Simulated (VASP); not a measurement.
# LiH (P6_3mc) in VASP: relaxation of cell and atoms with PBE

Aim: the relaxation of cell and atoms of LiH with PBE.

Program: VASP 6.6.1. These are calculated values, not measurements. Logs are shortened: lines on timing, memory, paths and dates and some standing lists are left out, and cuts for length are marked.

### Step 1. The cell of the first run

It takes space group P6_3mc (No. 186, hexagonal). The conventional cell has a = 2.417 Å, b = 2.417 Å, c = 3.947 Å, α = 90.00°, β = 90.00°, γ = 120.00°. Li (site symmetry 3m) has 4 H at 1.48 Å within 2.0 Å. H (site symmetry 3m) has 4 Li at 1.48 Å within 2.0 Å.

### Step 2. Relaxation of cell and atoms, PBE

Contents of INCAR:

```
ALGO = Normal
EDIFF = 1E-7
EDIFFG = -0.005
ENCUT = 1230
GGA = PE
GGA_COMPAT = False
IBRION = 2
ISIF = 3
ISMEAR = -1
LASPH = True
LCHARG = False
LREAL = False
LWAVE = False
NELM = 120
NELMIN = 4
NSW = 80
PREC = Accurate
SIGMA = 0.02
```

Contents of KPOINTS:

```
k-points
0
Gamma
  12 12 6
```

Contents of POSCAR:

```
LiH
1.0
    2.4171564782      0.0000000000      0.0000000000
   -1.2085782391      2.0933189150      0.0000000000
    0.0000000000      0.0000000000      3.9472165289
Li H
2 2
Direct
    0.3333333333      0.6666666667      0.0000000000
    0.6666666667      0.3333333333      0.5000000000
    0.3333333333      0.6666666667      0.3750000000
    0.6666666667      0.3333333333      0.8750000000
```

Potentials or basis: VASP PAW PBE potentials, release 64 (Li_sv, H_h).

Started as:

```sh
cat potpaw_PBE.64/Li_sv/POTCAR potpaw_PBE.64/H_h/POTCAR > POTCAR
mpirun -np 1 vasp_std > vasp.out
```

OUTCAR:

```text
EDIFF = 1E-7
   EDIFFG = -0.005
   ENCUT = 1230
   GGA = PE
   IBRION = 2
   ISIF = 3
   ISMEAR = -1
   LASPH = True
   LREAL = False
   NELM = 120
   NELMIN = 4
   NSW = 80
   PREC = Accurate

 ion  position               nearest neighbor table
   1  0.333  0.667  0.000-   4 1.48   4 1.48   4 1.48   3 1.48   2 2.42   2 2.42   2 2.42   2 2.42
                             2 2.42   2 2.42
   2  0.667  0.333  0.500-   3 1.48   3 1.48   3 1.48   4 1.48   1 2.42   1 2.42   1 2.42   1 2.42
                             1 2.42   1 2.42
   3  0.333  0.667  0.375-   2 1.48   2 1.48   2 1.48   1 1.48
   4  0.667  0.333  0.875-   1 1.48   1 1.48   1 1.48   2 1.48

  LATTYP: Found a hexagonal cell.
 ALAT       =     2.4171564782
 C/A-ratio  =     1.6330000000

  Lattice vectors:

 A1 = (   2.4171564782,   0.0000000000,   0.0000000000)
 A2 = (  -1.2085782391,   2.0933189150,   0.0000000000)
 A3 = (   0.0000000000,   0.0000000000,   3.9472165289)

Analysis of symmetry for initial positions (statically):
=====================================================================
 Subroutine PRICEL returns:
 Original cell was already a primitive cell.

 Routine SETGRP: Setting up the symmetry group for a
 hexagonal supercell.

 Subroutine GETGRP returns: Found 12 space group operations
 (whereof  6 operations were pure point group operations)
 out of a pool of 24 trial point group operations.

The static configuration has the point symmetry C_3v.
 The point group associated with its full space group is C_6v.

Analysis of symmetry for dynamics (positions and initial velocities):
=====================================================================
 Subroutine PRICEL returns:
 Original cell was already a primitive cell.

 Routine SETGRP: Setting up the symmetry group for a
 hexagonal supercell.

 Subroutine GETGRP returns: Found 12 space group operations
 (whereof  6 operations were pure point group operations)
 out of a pool of 24 trial point group operations.

The dynamic configuration has the point symmetry C_3v.
 The point group associated with its full space group is C_6v.

 Subroutine INISYM returns: Found 12 space group operations
 (whereof  6 operations are pure point group operations),
 and found     1 'primitive' translations

----------------------------------------------------------------------------------------

                                     Primitive cell

  volume of cell :      19.9724

  direct lattice vectors                    reciprocal lattice vectors
     2.417156478  0.000000000  0.000000000     0.413709253  0.238855148  0.000000000
    -1.208578239  2.093318915  0.000000000     0.000000000  0.477710297  0.000000000
     0.000000000  0.000000000  3.947216529     0.000000000  0.000000000  0.253343082

  length of vectors
     2.417156478  2.417156478  3.947216529     0.477710297  0.477710297  0.253343082

  position of ions in fractional coordinates (direct lattice)
     0.333333333  0.666666667  0.000000000
     0.666666667  0.333333333  0.500000000
     0.333333333  0.666666667  0.375000000
     0.666666667  0.333333333  0.875000000

  ion indices of the primitive-cell ions
   primitive index   ion index
                 1           1
                 2           2
                 3           3
                 4           4

----------------------------------------------------------------------------------------

 KPOINTS: k-points

Automatic generation of k-mesh.
 Grid dimensions read from file:
 generate k-points for:   12   12    6

 Generating k-lattice:

  Cartesian coordinates                     Fractional coordinates (reciprocal lattice)
     0.034475771  0.019904596  0.000000000     0.083333333  0.000000000  0.000000000
     0.000000000  0.039809191  0.000000000     0.000000000  0.083333333  0.000000000
     0.000000000  0.000000000  0.042223847     0.000000000  0.000000000  0.166666667

  Length of vectors
     0.039809191  0.039809191  0.042223847

  Shift w.r.t. Gamma in fractional coordinates (k-lattice)
     0.000000000  0.000000000  0.000000000

 Subroutine IBZKPT returns following result:
 ===========================================

 Found     76 irreducible k-points:

 Following reciprocal coordinates:
            Coordinates               Weight
  0.000000  0.000000  0.000000      1.000000
  0.083333 -0.000000  0.000000      6.000000
  0.166667 -0.000000  0.000000      6.000000
  0.250000  0.000000  0.000000      6.000000
  0.333333 -0.000000  0.000000      6.000000
  0.416667  0.000000  0.000000      6.000000
[... 16 lines left out ...]
  0.250000  0.000000  0.166667     12.000000
  0.333333 -0.000000  0.166667     12.000000
 [... further k-points ...]
   k-points           NKPTS =     76   k-points in BZ     NKDIM =     76   number of bands    NBANDS=      8
   number of dos      NEDOS =    301   number of ions     NIONS =      4
   total plane-waves  NPLWV =  37632
   dimension x,y,z NGX =    28 NGY =   28 NGZ =   48
   dimension x,y,z NGXF=    56 NGYF=   56 NGZF=   96
   ions per type =               2   2
   NGX,Y,Z   is equivalent  to a cutoff of  19.26, 19.26, 20.22 a.u.
   NGXF,Y,Z  is equivalent  to a cutoff of  38.52, 38.52, 40.43 a.u.
 SYSTEM =  unknown system
   PREC   = accura    normal or accurate (medium, high low for compatibility)
   ISTART =      0    job   : 0-new  1-cont  2-samecut
   ICHARG =      2    charge: 1-file 2-atom 10-const
   ISPIN  =      1    spin polarized calculation?
   LNONCOLLINEAR =      F non collinear calculations
   LSORBIT =      F    spin-orbit coupling
   LASPH  =      T    aspherical Exc in radial PAW
   ENCUT  = 1230.0 eV  90.40 Ry    9.51 a.u.   6.91  6.91 11.29*2*pi/ulx,y,z
   NELM   =    120;   NELMIN=  4; NELMDL= -5     # of ELM steps
   EDIFF  = 0.1E-06   stopping-criterion for ELM
   LREAL  =      F    real-space projection
   EDIFFG = -.5E-02   stopping-criterion for IOM
   NSW    =     80    number of steps for IOM
   IBRION =      2    ionic relax: 0-MD 1-quasi-New 2-CG
   NFREE  =      1    steps in history (QN), initial steepest desc. (CG)
   ISIF   =      3    stress and relaxation
   ISYM   =      2    0-nonsym 1-usesym 2-fastsym
   POTIM  = 0.5000    time-step for ionic-motion
   TEBEG  =    0.0;   TEEND  =   0.0 temperature during run
   PSTRESS=    0.0 pullay stress
   NELECT =       8.0000    total number of electrons
   NUPDOWN=      -1.0000    fix difference up-down
   EMIN   =  10.00;   EMAX   =-10.00  energy-range for DOS
   EFERMI =   0.00;   METHOD = LEGACY
   ISMEAR =    -1;   SIGMA  =   0.02  broadening in eV -4-tet -1-fermi 0-gaus
   EFERMI_NEDOS =   21; number of points for ismear=-14 and -15
   IALGO  =     38    algorithm
   IMIX   =      4    mixing-type and parameters
     AMIX     =   0.40;   BMIX     =  1.00
     AMIX_MAG =   1.60;   BMIX_MAG =  1.00
  volume/ion in A,a.u.               =       4.99        33.70
  Fermi-wavevector in a.u.,A,eV,Ry     =   1.206779  2.280482 19.814380  1.456316
  Thomas-Fermi vector in A             =   2.342436
   LORBIT       =      0    0 simple, 1 ext, 2 COOP (PROOUT), +10 PAW based schemes
   GGA     = PE    functional components
   LHFCALC =     F    Hartree Fock is set to
   AEXX    =    0.0000 exact exchange contribution
   IVDW    =     0    specifies the selected vdW correction
   LEPSILON=     F    determine dielectric tensor
   LRPA    =     F    only Hartree local field effects (RPA)
 conjugate gradient relaxation of ions
 non-spin polarized calculation
  energy-cutoff  :     1230.00
  volume of cell :       19.97
 maximum number of plane-waves:      1974
 NGX is ok and might be reduce to    28
   NGX = 13   NGY = 13   NGZ = 23

--------------------------------------- Ionic step        1  -------------------------------------------

 number of electron       8.0000001 magnetization

 Free energy of the ion-electron system (eV)
  ---------------------------------------------------
  ext. energy  EPLUGINS =         0.00000000
  ---------------------------------------------------
  free energy    TOTEN  =       -10.06183811 eV

  energy without entropy =      -10.06183811  energy(sigma->0) =      -10.06183811

 E-fermi :   1.6803     XC(G=0): -10.0094

 val. band max:        1.1607455026   @ k =   0.2500   0.2500   0.0000
 cond. band min:       5.0788311377   @ k =   0.3333   0.3333   0.0000
 fundamental gap:      3.9180856351
 Fermi energy:         1.6803139474

 k-point     1 :       0.0000    0.0000    0.0000
  band No.  band energies     occupation
      1     -41.2890      2.00000
      2     -41.0168      2.00000
      3      -3.9993      2.00000
      4      -0.8104      2.00000
      5       6.8513      0.00000
      6      22.0171      0.00000
      7      22.8366      0.00000
      8      22.8366      0.00000
[... 906 lines left out ...]
  FREE ENERGIE OF THE ION-ELECTRON SYSTEM (eV)
  ---------------------------------------------------
  free  energy   TOTEN  =       -12.0236335564 eV

  energy  without entropy=      -12.0236335564  energy(sigma->0) =      -12.02363356

[... ionic steps 4 to 15 ...]

--------------------------------------- Ionic step       16  -------------------------------------------

 number of electron       8.0000004 magnetization

------------------------ aborting loop because EDIFF is reached ----------------------------------------

  FORCE on cell =-STRESS in cart. coord.  units (eV):
  Direction    XX          YY          ZZ          XY          YZ          ZX
  --------------------------------------------------------------------------------------
  -------------------------------------------------------------------------------------
  Total       -0.0196713     -0.0196713     -0.0133735     -0.0000000      0.0000000      0.0000000
  in kB       -0.8180464     -0.8180464     -0.5561487     -0.0000000      0.0000000      0.0000000
  external PRESSURE =      -0.7307472 kB  Pullay stress =       0.0000000 kB
[... 61 lines left out ...]
  energy  without entropy=      -12.1254595087  energy(sigma->0) =      -12.12545951

--------------------------------------- Ionic step       18  -------------------------------------------

 number of electron       8.0000004 magnetization

 Free energy of the ion-electron system (eV)
  ---------------------------------------------------
  ext. energy  EPLUGINS =         0.00000000
  ---------------------------------------------------
  free energy    TOTEN  =       -12.12554404 eV

  energy without entropy =      -12.12554404  energy(sigma->0) =      -12.12554404

 E-fermi :  -1.0207     XC(G=0):  -7.7812

 val. band max:       -1.5011579704   @ k =   0.1667   0.1667   0.0000
 cond. band min:       2.0847317659   @ k =   0.3333   0.3333   0.0000
 fundamental gap:      3.5858897363
 Fermi energy:        -1.0207050716

 k-point     1 :       0.0000    0.0000    0.0000
  band No.  band energies     occupation
      1     -44.8598      2.00000
      2     -44.8256      2.00000
      3      -5.3782      2.00000
      4      -1.8556      2.00000
      5       2.6395      0.00000
      6      11.4896      0.00000
      7      12.1634      0.00000
      8      12.1634      0.00000
[... 284 lines left out ...]
  FREE ENERGIE OF THE ION-ELECTRON SYSTEM (eV)
  ---------------------------------------------------
  free  energy   TOTEN  =       -12.1255440446 eV

  energy  without entropy=      -12.1255440446  energy(sigma->0) =      -12.12554404

 reached required accuracy - stopping structural energy minimisation
```

Wall time 4.8 min (1 thread of AMD EPYC 9R45 (Zen 5), shared host); peak memory 0.17 GiB.

What came out:

```yaml
Free_energy: -12.1255 eV
Relaxed_volume: 9.62 Å³/atom
Relaxed_cell: a = 3.108 Å, b = 3.108 Å, c = 4.599 Å, α = 90.00°, β = 90.00°, γ = 120.00°
Space_group_after_relaxing_to_0.1_Å: P6_3mc (No. 186)
Energy_gained_by_relaxing: 515.9 meV/atom
Ionic_steps: 18
Pressure_after_relaxing: 0.0 GPa
Largest_force_after_relaxing: 0.004 eV/Å
Band_gap_on_the_k_mesh: 3.59 eV (least direct gap 4.18 eV)
```

Forces on the atoms (eV/Å):
```
Li   0.000  0.000 -0.004
Li   0.000  0.000 -0.004
H    0.000  0.000  0.004
H    0.000  0.000  0.004
```

The path:
```
step  energy change (eV)  largest force (eV/Å)  pressure (GPa)  volume (Å³)
   1              0.0000                0.0912           56.58        19.97
   2             -1.3152                0.0650           23.90        25.52
   3             -1.9618                0.0389            5.75        33.24
   4             -2.0462                0.0295            1.24        37.26
   5             -2.0522                0.0268            0.01        38.76
   6             -2.0518                0.0260           -0.33        39.22
   7             -2.0535                0.0331           -0.34        39.22
   8             -2.0570                0.0569           -0.35        39.20
   9             -2.0558                0.1165           -0.33        39.13
  10             -2.0577                0.0794           -0.35        39.17
  11             -2.0598                0.0592           -0.25        38.99
  12             -2.0628                0.0065            0.09        38.44
  13             -2.0629                0.0018            0.15        38.34
  14             -2.0629                0.0032            0.16        38.33
  15             -2.0632                0.0010            0.10        38.38
  16             -2.0636                0.0057           -0.07        38.53
  17             -2.0636                0.0064           -0.09        38.54
  18             -2.0637                0.0035           -0.05        38.46
```

Final structure:
```
CELL_PARAMETERS angstrom
3.10760 0.00000 0.00000
-1.55380 2.69126 0.00000
0.00000 0.00000 4.59864
ATOMIC_POSITIONS crystal
Li 0.33333 0.66667 0.98398
Li 0.66667 0.33333 0.48398
H 0.33333 0.66667 0.39102
H 0.66667 0.33333 0.89102
```

Caveat: the volume moved by over 15 % at a fixed basis, so the end points are rough; the structure was generated, so it needn't be the stable form of LiH.
